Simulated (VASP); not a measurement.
# LiF (P4_32_12) in VASP: a series of runs

Runs on LiF. Level: PBE. Tasks: single point.

Everything below comes from runs of VASP 6.6.1. Logs are shortened: lines on timing, memory, paths and dates and some standing lists are left out, and cuts for length are marked.

## Step 1: The cell of the first run

It takes space group P4_32_12 (No. 96, tetragonal). Conventional cell: a = 5.384 Å, b = 5.384 Å, c = 2.821 Å, α = 90.00°, β = 90.00°, γ = 90.00°. Within 2.5 Å of Li (site symmetry 2) lie 4 F at 1.90 to 1.92 Å. F (site symmetry 2) has 4 Li at 1.90 to 1.92 Å within 2.5 Å.

## Step 2: Single point, PBE

Input file INCAR:

```
SYSTEM = LiF
PREC = Accurate
ENCUT = 520
EDIFF = 1E-6
ISMEAR = 0
SIGMA = 0.02
LREAL = .False.
LASPH = .True.
NELM = 100
ALGO = Normal
ISIF = 2
LWAVE = .False.
LCHARG = .False.
GGA = PE
NBANDS = 30
```

Input file KPOINTS:

```
Automatic mesh
0
Gamma
  4 4 8
  0 0 0
```

Input file POSCAR:

```
LiF
1.0
    5.3837565064      0.0000000000      0.0000000000
    0.0000000000      5.3837565064      0.0000000000
    0.0000000000      0.0000000000      2.8213127636
Li F
4 4
Direct
    0.6632934225      0.3367065775      0.2500000000
    0.3367065775      0.6632934225      0.7500000000
    0.1632934225      0.1632934225      0.0000000000
    0.8367065775      0.8367065775      0.5000000000
    0.8311704254      0.1688295746      0.7500000000
    0.1688295746      0.8311704254      0.2500000000
    0.3311704254      0.3311704254      0.5000000000
    0.6688295746      0.6688295746      0.0000000000
```

Potentials or basis: VASP PAW PBE potentials, release 64 (Li_sv, F).

Run with:

```sh
$ cat potpaw_PBE.64/Li_sv/POTCAR potpaw_PBE.64/F/POTCAR > POTCAR
$ mpirun -np 1 vasp_std > vasp.out
```

OUTCAR:

```text
SYSTEM = LiF
   PREC = Accurate
   ENCUT = 520
   EDIFF = 1E-6
   ISMEAR = 0
   LREAL = .False.
   LASPH = .True.
   NELM = 100
   ISIF = 2
   GGA = PE

 ion  position               nearest neighbor table
   1  0.663  0.337  0.250-   5 1.90   5 1.90   8 1.92   7 1.92
   2  0.337  0.663  0.750-   6 1.90   6 1.90   8 1.92   7 1.92
   3  0.163  0.163  0.000-   7 1.90   7 1.90   5 1.92   6 1.92
   4  0.837  0.837  0.500-   8 1.90   8 1.90   5 1.92   6 1.92
   5  0.831  0.169  0.750-   1 1.90   1 1.90   4 1.92   3 1.92
   6  0.169  0.831  0.250-   2 1.90   2 1.90   4 1.92   3 1.92
   7  0.331  0.331  0.500-   3 1.90   3 1.90   1 1.92   2 1.92
   8  0.669  0.669  0.000-   4 1.90   4 1.90   1 1.92   2 1.92

  LATTYP: Found a simple tetragonal cell.
 ALAT       =     5.3837565064
 C/A-ratio  =     0.5240416724

  Lattice vectors:

 A1 = (   5.3837565064,   0.0000000000,   0.0000000000)
 A2 = (   0.0000000000,   5.3837565064,   0.0000000000)
 A3 = (   0.0000000000,   0.0000000000,   2.8213127636)

Analysis of symmetry for initial positions (statically):
=====================================================================
 Subroutine PRICEL returns:
 Original cell was already a primitive cell.

 Routine SETGRP: Setting up the symmetry group for a
 simple tetragonal supercell.

 Subroutine GETGRP returns: Found  8 space group operations
 (whereof  2 operations were pure point group operations)
 out of a pool of 16 trial point group operations.

The static configuration has the point symmetry C_2 .
 The point group associated with its full space group is D_4 .

Analysis of symmetry for dynamics (positions and initial velocities):
=====================================================================
 Subroutine PRICEL returns:
 Original cell was already a primitive cell.

 Routine SETGRP: Setting up the symmetry group for a
 simple tetragonal supercell.

 Subroutine GETGRP returns: Found  8 space group operations
 (whereof  2 operations were pure point group operations)
 out of a pool of 16 trial point group operations.

The dynamic configuration has the point symmetry C_2 .
 The point group associated with its full space group is D_4 .

 Subroutine INISYM returns: Found  8 space group operations
 (whereof  2 operations are pure point group operations),
 and found     1 'primitive' translations

----------------------------------------------------------------------------------------

                                     Primitive cell

  volume of cell :      81.7753

  direct lattice vectors                    reciprocal lattice vectors
     5.383756506  0.000000000  0.000000000     0.185743913  0.000000000  0.000000000
     0.000000000  5.383756506  0.000000000     0.000000000  0.185743913  0.000000000
     0.000000000  0.000000000  2.821312764     0.000000000  0.000000000  0.354444928

  length of vectors
     5.383756506  5.383756506  2.821312764     0.185743913  0.185743913  0.354444928

  position of ions in fractional coordinates (direct lattice)
     0.663293422  0.336706578  0.250000000
     0.336706578  0.663293422  0.750000000
     0.163293422  0.163293422  0.000000000
     0.836706578  0.836706578  0.500000000
     0.831170425  0.168829575  0.750000000
     0.168829575  0.831170425  0.250000000
     0.331170425  0.331170425  0.500000000
     0.668829575  0.668829575  0.000000000

  ion indices of the primitive-cell ions
   primitive index   ion index
                 1           1
                 2           2
                 3           3
                 4           4
                 5           5
                 6           6
                 7           7
                 8           8

----------------------------------------------------------------------------------------

 KPOINTS: Automatic mesh

Automatic generation of k-mesh.
 Grid dimensions read from file:
 generate k-points for:    4    4    8

 Generating k-lattice:

  Cartesian coordinates                     Fractional coordinates (reciprocal lattice)
     0.046435978  0.000000000  0.000000000     0.250000000  0.000000000  0.000000000
     0.000000000  0.046435978  0.000000000     0.000000000  0.250000000  0.000000000
     0.000000000  0.000000000  0.044305616     0.000000000  0.000000000  0.125000000

  Length of vectors
     0.046435978  0.046435978  0.044305616

  Shift w.r.t. Gamma in fractional coordinates (k-lattice)
     0.000000000  0.000000000  0.000000000

 Subroutine IBZKPT returns following result:
 ===========================================

 Found     30 irreducible k-points:

 Following reciprocal coordinates:
            Coordinates               Weight
  0.000000  0.000000  0.000000      1.000000
  0.250000  0.000000  0.000000      4.000000
  0.500000  0.000000  0.000000      2.000000
  0.250000  0.250000  0.000000      4.000000
  0.500000  0.250000  0.000000      4.000000
  0.500000  0.500000  0.000000      1.000000
[... 16 lines left out ...]
  0.500000  0.250000  0.375000      8.000000
  0.500000  0.500000  0.375000      2.000000
 [... further k-points ...]
   k-points           NKPTS =     30   k-points in BZ     NKDIM =     30   number of bands    NBANDS=     30
   number of dos      NEDOS =    301   number of ions     NIONS =      8
   total plane-waves  NPLWV =  38400
   dimension x,y,z NGX =    40 NGY =   40 NGZ =   24
   dimension x,y,z NGXF=    80 NGYF=   80 NGZF=   48
   ions per type =               4   4
   NGX,Y,Z   is equivalent  to a cutoff of  12.35, 12.35, 14.14 a.u.
   NGXF,Y,Z  is equivalent  to a cutoff of  24.70, 24.70, 28.28 a.u.
 SYSTEM =  LiF
   PREC   = accura    normal or accurate (medium, high low for compatibility)
   ISTART =      0    job   : 0-new  1-cont  2-samecut
   ICHARG =      2    charge: 1-file 2-atom 10-const
   ISPIN  =      1    spin polarized calculation?
   LNONCOLLINEAR =      F non collinear calculations
   LSORBIT =      F    spin-orbit coupling
   LASPH  =      T    aspherical Exc in radial PAW
   ENCUT  =  520.0 eV  38.22 Ry    6.18 a.u.  10.01 10.01  5.25*2*pi/ulx,y,z
   NELM   =    100;   NELMIN=  2; NELMDL= -5     # of ELM steps
   EDIFF  = 0.1E-05   stopping-criterion for ELM
   LREAL  =      F    real-space projection
   EDIFFG = 0.1E-04   stopping-criterion for IOM
   NSW    =      0    number of steps for IOM
   IBRION =     -1    ionic relax: 0-MD 1-quasi-New 2-CG
   NFREE  =      0    steps in history (QN), initial steepest desc. (CG)
   ISIF   =      2    stress and relaxation
   ISYM   =      2    0-nonsym 1-usesym 2-fastsym
   POTIM  = 0.5000    time-step for ionic-motion
   TEBEG  =    0.0;   TEEND  =   0.0 temperature during run
   PSTRESS=    0.0 pullay stress
   NELECT =      40.0000    total number of electrons
   NUPDOWN=      -1.0000    fix difference up-down
   EMIN   =  10.00;   EMAX   =-10.00  energy-range for DOS
   EFERMI =   0.00;   METHOD = LEGACY
   ISMEAR =     0;   SIGMA  =   0.02  broadening in eV -4-tet -1-fermi 0-gaus
   EFERMI_NEDOS =   21; number of points for ismear=-14 and -15
   IALGO  =     38    algorithm
   IMIX   =      4    mixing-type and parameters
     AMIX     =   0.40;   BMIX     =  1.00
     AMIX_MAG =   1.60;   BMIX_MAG =  1.00
  volume/ion in A,a.u.               =      10.22        68.98
  Fermi-wavevector in a.u.,A,eV,Ry     =   1.289894  2.437547 22.637747  1.663827
  Thomas-Fermi vector in A             =   2.421759
   LORBIT       =      0    0 simple, 1 ext, 2 COOP (PROOUT), +10 PAW based schemes
   GGA     = PE    functional components
   LHFCALC =     F    Hartree Fock is set to
   AEXX    =    0.0000 exact exchange contribution
   IVDW    =     0    specifies the selected vdW correction
   LEPSILON=     F    determine dielectric tensor
   LRPA    =     F    only Hartree local field effects (RPA)
 non-spin polarized calculation
 Gauss-broadening in eV      SIGMA  =   0.02
  energy-cutoff  :      520.00
  volume of cell :       81.78
 maximum number of plane-waves:      2228
   NGX = 21   NGY = 21   NGZ = 11

 number of electron      40.0000061 magnetization

 Free energy of the ion-electron system (eV)
  ---------------------------------------------------
  ext. energy  EPLUGINS =         0.00000000
  ---------------------------------------------------
  free energy    TOTEN  =       -38.12751582 eV

  energy without entropy =      -38.12751582  energy(sigma->0) =      -38.12751582

 E-fermi :  -2.2586     XC(G=0):  -8.6992

 val. band max:       -2.3626437547   @ k =   0.2500   0.2500   0.0000
 cond. band min:       5.0023531395   @ k =   0.0000   0.0000   0.0000
 fundamental gap:      7.3649968942
 Fermi energy:        -2.2585582464

 k-point     1 :       0.0000    0.0000    0.0000
  band No.  band energies     occupation
      1     -43.3026      2.00000
      2     -43.2671      2.00000
      3     -43.2671      2.00000
      4     -43.2668      2.00000
      5     -21.9273      2.00000
      6     -21.7241      2.00000
[... 22 lines left out ...]
     29      15.5455      0.00000
     30      15.5455      0.00000

 k-point     2 :       0.2500    0.0000    0.0000
  band No.  band energies     occupation
      1     -43.2986      2.00000
      2     -43.2763      2.00000
      3     -43.2658      2.00000
      4     -43.2628      2.00000
      5     -21.9034      2.00000
      6     -21.7689      2.00000
[... 22 lines left out ...]
     29      14.7792      0.00000
     30      15.6765      0.00000

 k-point     3 :       0.5000    0.0000    0.0000
  band No.  band energies     occupation
      1     -43.2884      2.00000
      2     -43.2884      2.00000
      3     -43.2633      2.00000
      4     -43.2633      2.00000
      5     -21.8418      2.00000
      6     -21.8418      2.00000
[... 682 lines left out ...]
     29      14.8950      0.00000
     30      14.8950      0.00000

 k-point    24 :       0.5000    0.5000    0.3750
  band No.  band energies     occupation
      1     -43.2622      2.00000
      2     -43.2622      2.00000
      3     -43.2555      2.00000
      4     -43.2555      2.00000
      5     -21.6239      2.00000
      6     -21.6239      2.00000
[... 22 lines left out ...]
     29      15.3042      0.00000
     30      15.3042      0.00000

 [... further k-points ...]
[... 5 lines left out ...]
  --------------------------------------------------------------------------------------
  -------------------------------------------------------------------------------------
  Total       -0.0999125     -0.0999125     -0.1006704      0.0000000      0.0000000      0.0000000
  in kB       -1.9575298     -1.9575298     -1.9723780      0.0000000      0.0000000      0.0000000
  external PRESSURE =      -1.9624792 kB  Pullay stress =       0.0000000 kB

 VOLUME and BASIS-vectors are now :
 -----------------------------------------------------------------------------
  energy-cutoff  :      520.00
  volume of cell :       81.78
      direct lattice vectors                 reciprocal lattice vectors
     5.383756506  0.000000000  0.000000000     0.185743913  0.000000000  0.000000000
     0.000000000  5.383756506  0.000000000     0.000000000  0.185743913  0.000000000
     0.000000000  0.000000000  2.821312764     0.000000000  0.000000000  0.354444928

 POSITION                                       TOTAL-FORCE (eV/Angst)
 -----------------------------------------------------------------------------------
      3.57101      1.81275      0.70533        -0.001792      0.001792     -0.000000
      1.81275      3.57101      2.11598         0.001792     -0.001792      0.000000
      0.87913      0.87913      0.00000        -0.001792     -0.001792     -0.000000
      4.50462      4.50462      1.41066         0.001792      0.001792     -0.000000
      4.47482      0.90894      2.11598         0.001786     -0.001786      0.000000
      0.90894      4.47482      0.70533        -0.001786      0.001786      0.000000
      1.78294      1.78294      1.41066         0.001786      0.001786     -0.000000
      3.60082      3.60082      0.00000        -0.001786     -0.001786     -0.000000
 -----------------------------------------------------------------------------------
    total drift:                               -0.000000      0.000000     -0.000000

  FREE ENERGIE OF THE ION-ELECTRON SYSTEM (eV)
  ---------------------------------------------------
  free  energy   TOTEN  =       -38.1275158245 eV

  energy  without entropy=      -38.1275158245  energy(sigma->0) =      -38.12751582
```

Wall time 59 s (1 thread of Intel Xeon Platinum 8488C (Sapphire Rapids), shared host); peak memory 0.2 GiB.

What came out:

```yaml
Free_energy: -38.1275 eV
Band_gap_on_the_k_mesh: 7.37 eV, indirect (least direct gap 7.39 eV)
```

Forces on the atoms (eV/Å):
```
Li  -0.002  0.002  0.000
Li   0.002 -0.002  0.000
Li  -0.002 -0.002  0.000
Li   0.002  0.002  0.000
F    0.002 -0.002  0.000
F   -0.002  0.002  0.000
F    0.002  0.002  0.000
F   -0.002 -0.002  0.000
```

Caveat: the cutoff is under 1.25 times the usual one of these potentials, so pressure, stress and relaxed cells hold a basis-set (Pulay) error.

## Step 3: Single point, PBE

Input file INCAR:

```
PREC = Accurate
ENCUT = 520
EDIFF = 1E-7
ISMEAR = 0
SIGMA = 0.02
LREAL = False
LASPH = True
NELM = 100
ALGO = Normal
ISIF = 2
LWAVE = False
LCHARG = True
GGA = PE
LELF = True
LVHAR = True
NBANDS = 30
```

Input file KPOINTS:

```
regular mesh
0
Gamma
  4 4 8
```

POSCAR is that of step 2.

Potentials or basis: VASP PAW PBE potentials, release 64 (Li_sv, F).

Run with:

```sh
$ cat potpaw_PBE.64/Li_sv/POTCAR potpaw_PBE.64/F/POTCAR > POTCAR
$ mpirun -np 1 vasp_std > vasp.out
```

OUTCAR:

```text
PREC = Accurate
   ENCUT = 520
   EDIFF = 1E-7
   ISMEAR = 0
   LREAL = False
   LASPH = True
   NELM = 100
   ISIF = 2
   GGA = PE

 ion  position               nearest neighbor table
   1  0.663  0.337  0.250-   5 1.90   5 1.90   8 1.92   7 1.92
   2  0.337  0.663  0.750-   6 1.90   6 1.90   8 1.92   7 1.92
   3  0.163  0.163  0.000-   7 1.90   7 1.90   5 1.92   6 1.92
   4  0.837  0.837  0.500-   8 1.90   8 1.90   5 1.92   6 1.92
[... 1009 lines left out ...]
  -------------------------------------------------------------------------------------
  Total       -0.1092270     -0.1092270     -0.1095607      0.0000000      0.0000000      0.0000000
  in kB       -2.1400234     -2.1400234     -2.1465620      0.0000000      0.0000000      0.0000000
  external PRESSURE =      -2.1422029 kB  Pullay stress =       0.0000000 kB

 VOLUME and BASIS-vectors are now :
 -----------------------------------------------------------------------------
  energy-cutoff  :      520.00
  volume of cell :       81.78
      direct lattice vectors                 reciprocal lattice vectors
     5.383756506  0.000000000  0.000000000     0.185743913  0.000000000  0.000000000
     0.000000000  5.383756506  0.000000000     0.000000000  0.185743913  0.000000000
     0.000000000  0.000000000  2.821312764     0.000000000  0.000000000  0.354444928

 POSITION                                       TOTAL-FORCE (eV/Angst)
 -----------------------------------------------------------------------------------
      3.57101      1.81275      0.70533        -0.001769      0.001769      0.000000
      1.81275      3.57101      2.11598         0.001769     -0.001769     -0.000000
      0.87913      0.87913      0.00000        -0.001769     -0.001769     -0.000000
      4.50462      4.50462      1.41066         0.001769      0.001769     -0.000000
      4.47482      0.90894      2.11598         0.001775     -0.001775      0.000000
      0.90894      4.47482      0.70533        -0.001775      0.001775     -0.000000
      1.78294      1.78294      1.41066         0.001775      0.001775     -0.000000
      3.60082      3.60082      0.00000        -0.001775     -0.001775     -0.000000
 -----------------------------------------------------------------------------------
    total drift:                               -0.000000      0.000000     -0.000000

  FREE ENERGIE OF THE ION-ELECTRON SYSTEM (eV)
  ---------------------------------------------------
  free  energy   TOTEN  =       -38.1275163267 eV

  energy  without entropy=      -38.1275163267  energy(sigma->0) =      -38.12751633
```

Wall time 58 s (1 thread of Intel Xeon Platinum 8488C (Sapphire Rapids), shared host); peak memory 0.2 GiB.

What came out:

```
Free energy            : -38.1275 eV
Band gap on the k mesh : 7.36 eV, indirect (least direct gap 7.39 eV)
```

Forces in eV/Å, atoms in the order of the input:
```
Li  -0.002  0.002  0.000
Li   0.002 -0.002  0.000
Li  -0.002 -0.002  0.000
Li   0.002  0.002  0.000
F    0.002 -0.002  0.000
F   -0.002  0.002  0.000
F    0.002  0.002  0.000
F   -0.002 -0.002  0.000
```

Levels at points of the mesh, in eV from the valence-band top:
| k point | band 18 | band 19 | band 20 | band 21 | band 22 | band 23 |
| --- | --- | --- | --- | --- | --- | --- |
| (0.00, 0.00, 0.00) | -0.09 | -0.05 | -0.02 | 7.36 | 10.37 | 11.98 |
| (0.50, 0.00, 0.00) | -0.17 | -0.03 | -0.03 | 8.61 | 8.61 | 11.38 |
| (0.50, 0.50, 0.00) | -0.05 | -0.03 | -0.03 | 8.87 | 8.87 | 10.62 |
| (0.00, 0.00, 0.50) | -0.47 | -0.08 | -0.08 | 10.83 | 10.83 | 12.12 |
| (0.50, 0.00, 0.50) | -0.56 | -0.18 | -0.18 | 10.82 | 10.82 | 13.04 |
| (0.50, 0.50, 0.50) | -0.43 | -0.43 | -0.43 | 11.75 | 11.75 | 11.75 |

Caveat: the cutoff is under 1.25 times the usual one of these potentials, so pressure, stress and relaxed cells hold a basis-set (Pulay) error. As with any semilocal functional, this PBE gap is likely too small.

## Step 4: Single point, PBE (volume scaled by 1.03, then relaxed in part)

Input file INCAR:

```
PREC     = Accurate       # precision mode
ENCUT    = 520            # plane-wave cutoff, eV
EDIFF    = 1E-6           # SCF threshold, eV
ISMEAR   = 0              # smearing method
SIGMA    = 0.02           # smearing width, eV
LREAL    = False          # projectors in reciprocal space
LASPH    = True           # aspherical terms in the spheres
NELM     = 100            # most SCF steps
ALGO     = Normal         # electronic algorithm
ISIF     = 2              # what is computed and relaxed
LWAVE    = False          # write WAVECAR
LCHARG   = False          # write CHGCAR
GGA      = PE             # functional
NBANDS   = 30             # bands
```

Input file KPOINTS:

```
Automatic mesh
0
Gamma
  4 4 8
```

Input file POSCAR:

```
LiF
1.0
    5.4399165963      0.0000000000      0.0000000000
    0.0000000000      5.4399165963      0.0000000000
    0.0000000000      0.0000000000      2.8462614787
Li F
4 4
Direct
    0.6634698733      0.3365301267      0.2500000000
    0.3365301267      0.6634698733      0.7500000000
    0.1634698733      0.1634698733      0.0000000000
    0.8365301267      0.8365301267      0.5000000000
    0.8314383940      0.1685616060      0.7500000000
    0.1685616060      0.8314383940      0.2500000000
    0.3314383940      0.3314383940      0.5000000000
    0.6685616060      0.6685616060      0.0000000000
```

Run with:

```sh
$ cat potpaw_PBE.64/Li_sv/POTCAR potpaw_PBE.64/F/POTCAR > POTCAR
$ mpirun -np 1 vasp_std > vasp.out
```

Run time: 51 s. Hardware: 1 thread of Intel Xeon Platinum 8488C (Sapphire Rapids), shared host; peak memory 0.2 GiB.

Results (log left out):

| Property | Result |
| --- | --- |
| Free energy | -38.1189 eV |
| Band gap on the k mesh | 7.22 eV, indirect (least direct gap 7.24 eV) |

Levels at points of the mesh, in eV from the valence-band top:
| k point | band 18 | band 19 | band 20 | band 21 | band 22 | band 23 |
| --- | --- | --- | --- | --- | --- | --- |
| (0.00, 0.00, 0.00) | -0.09 | -0.04 | -0.02 | 7.22 | 10.22 | 11.76 |
| (0.50, 0.00, 0.00) | -0.17 | -0.03 | -0.03 | 8.46 | 8.46 | 11.19 |
| (0.50, 0.50, 0.00) | -0.05 | -0.03 | -0.03 | 8.74 | 8.74 | 10.39 |
| (0.00, 0.00, 0.50) | -0.46 | -0.08 | -0.08 | 10.70 | 10.70 | 11.96 |
| (0.50, 0.00, 0.50) | -0.54 | -0.18 | -0.18 | 10.68 | 10.68 | 12.84 |
| (0.50, 0.50, 0.50) | -0.42 | -0.42 | -0.42 | 11.60 | 11.60 | 11.60 |

Caveat: the cutoff is under 1.25 times the usual one of these potentials, so pressure, stress and relaxed cells hold a basis-set (Pulay) error.

(Part 1 of 2 ends here.)
